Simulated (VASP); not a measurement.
# Be (I4/mmm) in VASP: notebook

Be is run at these levels: PBE; tasks: single point.

Program: VASP 6.6.1. These are calculated values, not measurements. Logs are shortened: lines on timing, memory, paths and dates and some standing lists are left out, and cuts for length are marked.

## Step 1: The cell of the first run

The typed cell holds 1 atom: a = 2.187 Å, b = 2.187 Å, c = 2.187 Å, α = 119.98°, β = 119.98°, γ = 90.04°.

## Step 2: Single point, PBE (volume scaled by 0.94, then relaxed in part)

INCAR reads:

```
PREC = Accurate ; ENCUT = 520
EDIFF = 1E-6 ; ISMEAR = 0
SIGMA = 0.1 ; LREAL = False
LASPH = True ; NELM = 60
ALGO = Fast ; ISIF = 2
LWAVE = False ; LCHARG = True
GGA = PE ; LELF = True
LVHAR = True ; NBANDS = 7
```

KPOINTS reads:

```
regular mesh
0
Gamma
  34 34 34
```

POSCAR reads:

```
Be
1.0
   -1.0937618757      1.0937618757      1.5458160393
    1.0937618757     -1.0937618757      1.5458160393
    1.0937618757      1.0937618757     -1.5458160393
Be
1
Direct
    0.5000000000      0.5000000000      0.0000000000
```

Potentials or basis: VASP PAW PBE potentials, release 64 (Be).

Started as:

```bash
> cat potpaw_PBE.64/Be/POTCAR > POTCAR
> mpirun -np 1 vasp_std > vasp.out
```

OUTCAR:

```text
PREC = Accurate
   ENCUT = 520
   EDIFF = 1E-6
   ISMEAR = 0
   LREAL = False
   LASPH = True
   NELM = 60
   ISIF = 2
   GGA = PE

 ion  position               nearest neighbor table
   1  0.500  0.500  0.000-

  LATTYP: Found a body centered tetragonal cell.
 ALAT       =     2.1875237514
 C/A-ratio  =     1.4133021763

  Lattice vectors:

 A1 = (  -1.0937618757,   1.0937618757,   1.5458160393)
 A2 = (   1.0937618757,  -1.0937618757,   1.5458160393)
 A3 = (   1.0937618757,   1.0937618757,  -1.5458160393)

Analysis of symmetry for initial positions (statically):
=====================================================================
 Subroutine PRICEL returns:
 Original cell was already a primitive cell.

 Routine SETGRP: Setting up the symmetry group for a
 body centered tetragonal supercell.

 Subroutine GETGRP returns: Found 16 space group operations
 (whereof 16 operations were pure point group operations)
 out of a pool of 16 trial point group operations.

The static configuration has the point symmetry D_4h.

Analysis of symmetry for dynamics (positions and initial velocities):
=====================================================================
 Subroutine PRICEL returns:
 Original cell was already a primitive cell.

 Routine SETGRP: Setting up the symmetry group for a
 body centered tetragonal supercell.

 Subroutine GETGRP returns: Found 16 space group operations
 (whereof 16 operations were pure point group operations)
 out of a pool of 16 trial point group operations.

The dynamic configuration has the point symmetry D_4h.

 Subroutine INISYM returns: Found 16 space group operations
 (whereof 16 operations are pure point group operations),
 and found     1 'primitive' translations

----------------------------------------------------------------------------------------

                                     Primitive cell

  volume of cell :       7.3971

  direct lattice vectors                    reciprocal lattice vectors
    -1.093761876  1.093761876  1.545816039     0.000000000  0.457137894  0.323453753
     1.093761876 -1.093761876  1.545816039     0.457137894  0.000000000  0.323453753
     1.093761876  1.093761876 -1.545816039     0.457137894  0.457137894  0.000000000

  length of vectors
     2.186818993  2.186818993  2.186818993     0.559997665  0.559997665  0.646490609

  position of ions in fractional coordinates (direct lattice)
     0.500000000  0.500000000  0.000000000

  ion indices of the primitive-cell ions
[... 75 lines left out ...]
   LREAL  =      F    real-space projection
   EDIFFG = 0.1E-04   stopping-criterion for IOM
   NSW    =      0    number of steps for IOM
   IBRION =     -1    ionic relax: 0-MD 1-quasi-New 2-CG
   NFREE  =      0    steps in history (QN), initial steepest desc. (CG)
   ISIF   =      2    stress and relaxation
   ISYM   =      2    0-nonsym 1-usesym 2-fastsym
   POTIM  = 0.5000    time-step for ionic-motion
   TEBEG  =    0.0;   TEEND  =   0.0 temperature during run
   PSTRESS=    0.0 pullay stress
   NELECT =       2.0000    total number of electrons
   NUPDOWN=      -1.0000    fix difference up-down
   EMIN   =  10.00;   EMAX   =-10.00  energy-range for DOS
   EFERMI =   0.00;   METHOD = LEGACY
   ISMEAR =     0;   SIGMA  =   0.10  broadening in eV -4-tet -1-fermi 0-gaus
   EFERMI_NEDOS =   21; number of points for ismear=-14 and -15
   IALGO  =     68    algorithm
   IMIX   =      4    mixing-type and parameters
     AMIX     =   0.40;   BMIX     =  1.00
     AMIX_MAG =   1.60;   BMIX_MAG =  1.00
  volume/ion in A,a.u.               =       7.40        49.92
  Fermi-wavevector in a.u.,A,eV,Ry     =   1.058596  2.000457 15.247044  1.120626
  Thomas-Fermi vector in A             =   2.193911
   LORBIT       =      0    0 simple, 1 ext, 2 COOP (PROOUT), +10 PAW based schemes
   GGA     = PE    functional components
   LHFCALC =     F    Hartree Fock is set to
   AEXX    =    0.0000 exact exchange contribution
   IVDW    =     0    specifies the selected vdW correction
   LEPSILON=     F    determine dielectric tensor
   LRPA    =     F    only Hartree local field effects (RPA)
 non-spin polarized calculation
 RMM-DIIS sequential band-by-band and
 Gauss-broadening in eV      SIGMA  =   0.10
  energy-cutoff  :      520.00
  volume of cell :        7.40
 maximum number of plane-waves:       210
   NGX =  9   NGY =  9   NGZ =  9

 number of electron       2.0000000 magnetization

 Free energy of the ion-electron system (eV)
  ---------------------------------------------------
  ext. energy  EPLUGINS =         0.00000000
  ---------------------------------------------------
  free energy    TOTEN  =        -3.67400920 eV

  energy without entropy =       -3.67366283  energy(sigma->0) =       -3.67383601

 E-fermi :   8.1607     XC(G=0): -10.8309

 val. band max:        8.1540059021   @ k =  -0.4706  -0.4706   0.2353
 cond. band min:       8.2509244259   @ k =  -0.3824  -0.4118   0.0882
 fundamental gap:      0.0969185238
 Fermi energy:         8.1607335422

 k-point     1 :       0.0000    0.0000    0.0000
  band No.  band energies     occupation
      1      -4.1402      2.00000
      2      28.5411      0.00000
      3      28.5420      0.00000
      4      28.5420      0.00000
      5      38.3830      0.00000
      6      38.3830      0.00000
      7      38.3891      0.00000
[... 221 lines left out ...]
 k-point    24 :       0.1765    0.0294    0.0000
  band No.  band energies     occupation
      1      -2.9379      2.00000
      2      21.2903      0.00000
      3      26.3557      0.00000
      4      27.6417      0.00000
      5      36.8272      0.00000
      6      39.8261      0.00000
      7      40.6200      0.00000

 [... further k-points ...]

------------------------ aborting loop because EDIFF is reached ----------------------------------------

  FORCE on cell =-STRESS in cart. coord.  units (eV):
  Direction    XX          YY          ZZ          XY          YZ          ZX
  --------------------------------------------------------------------------------------
  -------------------------------------------------------------------------------------
  Total        0.3887327      0.3887327      0.3919987      0.0000000      0.0000000      0.0000000
  in kB       84.1973343     84.1973343     84.9047158      0.0000000      0.0000000      0.0000000
  external PRESSURE =      84.4331282 kB  Pullay stress =       0.0000000 kB

 VOLUME and BASIS-vectors are now :
 -----------------------------------------------------------------------------
  energy-cutoff  :      520.00
  volume of cell :        7.40
      direct lattice vectors                 reciprocal lattice vectors
    -1.093761876  1.093761876  1.545816039     0.000000000  0.457137894  0.323453753
     1.093761876 -1.093761876  1.545816039     0.457137894  0.000000000  0.323453753
     1.093761876  1.093761876 -1.545816039     0.457137894  0.457137894  0.000000000

 POSITION                                       TOTAL-FORCE (eV/Angst)
 -----------------------------------------------------------------------------------
      0.00000      0.00000      1.54582         0.000000      0.000000      0.000000
 -----------------------------------------------------------------------------------
    total drift:                                0.000000      0.000000     -0.000000

  FREE ENERGIE OF THE ION-ELECTRON SYSTEM (eV)
  ---------------------------------------------------
  free  energy   TOTEN  =        -3.6740092022 eV

  energy  without entropy=       -3.6736628261  energy(sigma->0) =       -3.67383601
```

stdout:

```text
POSCAR found type information on POSCAR Be
 POSCAR found :  1 types and       1 ions
 scaLAPACK will be used
 LDA part: xc-table for (Slater+PW92), standard interpolation
 POSCAR, INCAR and KPOINTS ok, starting setup
 FFT: planning ... GRIDC
 FFT: planning ... GRID_SOFT
 FFT: planning ... GRID
 WAVECAR not read
 entering main loop
```

It took 22 s on 1 thread of Intel Xeon 6975P-C (Granite Rapids), shared host; peak memory 0.23 GiB.

What came out:

| Quantity | Value |
| --- | --- |
| Free energy | -3.6740 eV |
| Pressure | 8.4 GPa |
| Band gap on the k mesh | zero (band 1 reaches 8.81 eV, above the bottom of band 2 at 7.93 eV) |

Caveat: the cell differs from its parent crystal (volume scaled by 0.94, then relaxed in part).

## Step 3: Single point, PBE (volume scaled by 0.97, then relaxed in part)

INCAR reads:

```
SYSTEM = Be
ALGO = Fast
EDIFF = 1E-7
ENCUT = 520
GGA = PE
ISIF = 2
ISMEAR = 0
LASPH = .True.
LCHARG = .False.
LREAL = .False.
LWAVE = .False.
NBANDS = 7
NELM = 60
PREC = Accurate
SIGMA = 0.1
```

KPOINTS reads:

```
k-points
0
Gamma
  34 34 34
  0 0 0
```

POSCAR reads:

```
Be
1.0
   -1.1052760047      1.1052760047      1.5620889829
    1.1052760047     -1.1052760047      1.5620889829
    1.1052760047      1.1052760047     -1.5620889829
Be
1
Direct
    0.5000000000      0.5000000000      0.0000000000
```

Potentials or basis: VASP PAW PBE potentials, release 64 (Be).

Started as:

```bash
> cat potpaw_PBE.64/Be/POTCAR > POTCAR
> mpirun -np 1 vasp_std > vasp.out
```

OUTCAR:

```text
SYSTEM = Be
   EDIFF = 1E-7
   ENCUT = 520
   GGA = PE
   ISIF = 2
   ISMEAR = 0
   LASPH = .True.
   LREAL = .False.
   NELM = 60
   PREC = Accurate

 ion  position               nearest neighbor table
   1  0.500  0.500  0.000-

  LATTYP: Found a body centered tetragonal cell.
 ALAT       =     2.2105520094
 C/A-ratio  =     1.4133021763

  Lattice vectors:

 A1 = (  -1.1052760047,   1.1052760047,   1.5620889829)
 A2 = (   1.1052760047,  -1.1052760047,   1.5620889829)
 A3 = (   1.1052760047,   1.1052760047,  -1.5620889829)

Analysis of symmetry for initial positions (statically):
=====================================================================
 Subroutine PRICEL returns:
 Original cell was already a primitive cell.

 Routine SETGRP: Setting up the symmetry group for a
 body centered tetragonal supercell.

 Subroutine GETGRP returns: Found 16 space group operations
 (whereof 16 operations were pure point group operations)
 out of a pool of 16 trial point group operations.

The static configuration has the point symmetry D_4h.
[... 159 lines left out ...]

 E-fermi :   7.8821     XC(G=0): -10.7262

 val. band max:        7.8760321569   @ k =  -0.4412   0.4706   0.2647
 cond. band min:       7.8838271205   @ k =  -0.4706  -0.4706   0.2353
 fundamental gap:      0.0077949636
 Fermi energy:         7.8820859890

 k-point     1 :       0.0000    0.0000    0.0000
  band No.  band energies     occupation
      1      -4.2327      2.00000
      2      27.7555      0.00000
      3      27.7564      0.00000
      4      27.7564      0.00000
      5      37.5114      0.00000
      6      37.5114      0.00000
      7      37.5174      0.00000
[... 221 lines left out ...]
 k-point    24 :       0.1765    0.0294   -0.0000
  band No.  band energies     occupation
      1      -3.0434      2.00000
      2      20.7012      0.00000
      3      25.6365      0.00000
      4      26.8826      0.00000
      5      35.9435      0.00000
      6      38.9142      0.00000
      7      39.6755      0.00000

 [... further k-points ...]

------------------------ aborting loop because EDIFF is reached ----------------------------------------

  FORCE on cell =-STRESS in cart. coord.  units (eV):
  Direction    XX          YY          ZZ          XY          YZ          ZX
  --------------------------------------------------------------------------------------
  -------------------------------------------------------------------------------------
  Total        0.1885248      0.1885248      0.1916101      0.0000000      0.0000000      0.0000000
  in kB       39.5705267     39.5705267     40.2181073      0.0000000      0.0000000      0.0000000
  external PRESSURE =      39.7863869 kB  Pullay stress =       0.0000000 kB

 VOLUME and BASIS-vectors are now :
 -----------------------------------------------------------------------------
  energy-cutoff  :      520.00
  volume of cell :        7.63
      direct lattice vectors                 reciprocal lattice vectors
    -1.105276005  1.105276005  1.562088983     0.000000000  0.452375694  0.320084198
     1.105276005 -1.105276005  1.562088983     0.452375694  0.000000000  0.320084198
     1.105276005  1.105276005 -1.562088983     0.452375694  0.452375694  0.000000000

 POSITION                                       TOTAL-FORCE (eV/Angst)
 -----------------------------------------------------------------------------------
      0.00000      0.00000      1.56209         0.000000      0.000000      0.000000
 -----------------------------------------------------------------------------------
    total drift:                                0.000000      0.000000     -0.000000

  FREE ENERGIE OF THE ION-ELECTRON SYSTEM (eV)
  ---------------------------------------------------
  free  energy   TOTEN  =        -3.6830763155 eV

  energy  without entropy=       -3.6826273017  energy(sigma->0) =       -3.68285181
```

stdout:

```text
POSCAR found type information on POSCAR Be
 POSCAR found :  1 types and       1 ions
 scaLAPACK will be used
 LDA part: xc-table for (Slater+PW92), standard interpolation
 POSCAR, INCAR and KPOINTS ok, starting setup
 FFT: planning ... GRIDC
 FFT: planning ... GRID_SOFT
 FFT: planning ... GRID
 WAVECAR not read
 entering main loop
```

Run time: 24 s. Hardware: 1 thread of Intel Xeon 6975P-C (Granite Rapids), shared host; peak memory 0.23 GiB.

What came out:

| Quantity | Value |
| --- | --- |
| Free energy | -3.6831 eV |
| Pressure | 4.0 GPa |
| Band gap on the k mesh | zero (band 1 reaches 8.52 eV, above the bottom of band 2 at 7.66 eV) |

Caveat: the cell differs from its parent crystal (volume scaled by 0.97, then relaxed in part).

## Step 4: Single point, PBE

This run uses another cell than the first one, of 7.87 Å³/atom, 1.064 times its volume.

INCAR reads:

```
SYSTEM = Be
PREC = Accurate
ENCUT = 520
EDIFF = 1E-6
ISMEAR = 0
SIGMA = 0.1
LREAL = .False.
LASPH = .True.
NELM = 100
ALGO = Fast
ISIF = 2
LWAVE = .False.
LCHARG = .False.
GGA = PE
NBANDS = 7
```

KPOINTS reads:

```
regular mesh
0
Gamma
  34 34 34
  0 0 0
```

POSCAR reads:

```
Be
1.0
   -1.1165551103      1.1165551103      1.5780297674
    1.1165551103     -1.1165551103      1.5780297674
    1.1165551103      1.1165551103     -1.5780297674
Be
1
Direct
    0.5000000000      0.5000000000      0.0000000000
```

Started as:

```bash
> cat potpaw_PBE.64/Be/POTCAR > POTCAR
> mpirun -np 1 vasp_std > vasp.out
```

Run time: 48 s. Hardware: 1 thread of Intel Xeon 6975P-C (Granite Rapids), shared host; peak memory 0.25 GiB.

It converged, with:

```
Free energy            : -3.6860 eV
Pressure               : 0.1 GPa
Band gap on the k mesh : zero (band 1 reaches 8.26 eV, above the bottom of band 2 at 7.41 eV)
```

Levels at points of the mesh, in eV from the Fermi level:
```
           k point  band 1  band 2  band 3  band 4
(0.00, 0.00, 0.00)  -11.92   19.41   19.41   19.41
(0.50, 0.00, 0.00)   -5.33   -0.02   16.46   16.48
(0.50, 0.50, 0.00)   -2.71    3.80    9.50    9.51
(0.50, 0.50, 0.50)   -2.70    3.82    9.49    9.49
```

[end of part 1 of 2]
